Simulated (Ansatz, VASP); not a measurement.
# One calculation of CdS, two programs

```
CELL_PARAMETERS angstrom
0.00000 2.72678 2.68260
2.72678 0.00000 2.68260
2.72678 2.72678 0.00000
ATOMIC_POSITIONS crystal
Cd 0.00000 0.00000 0.00000
S 0.50000 0.50000 0.50000
```

Change from the starting cell: uniaxial_z strain -1.6%.

Alike in both runs: task single point; functional HSE06; k mesh 6 × 6 × 6; no spin polarisation.

|  | VASP | Ansatz |
| --- | --- | --- |
| version | VASP 6.6.1 | Ansatz 0.2.0 |
| potentials or method | VASP PAW PBE potentials, release 64 (Cd, S) | plane waves, PAW |
| plane-wave cutoff (eV) | 520 | 420 |
| occupations | gaussian, width 0.01 eV | fixed |
| valence electrons in the cell | 18 | 26 |

VASP gave:

| Property | Result |
| --- | --- |
| gap on the k mesh at the Fermi level (eV) | 1.13 |
| pressure (GPa) | 1.8 |
| traceless stress, the component that is largest in VASP (GPa) | 1.00 |

Problem. Which values does Ansatz return?

Solution. gap on the k mesh at the Fermi level (eV): 1.14; pressure (GPa): 1.4; traceless stress, the component that is largest in VASP (GPa): 0.96.

VASP's potentials hold 18 valence electrons a cell and Ansatz's 26, so a difference there can come from the potentials and not from the codes. Ansatz's warnings: stress exchange threshold loose, stress scf threshold loose.
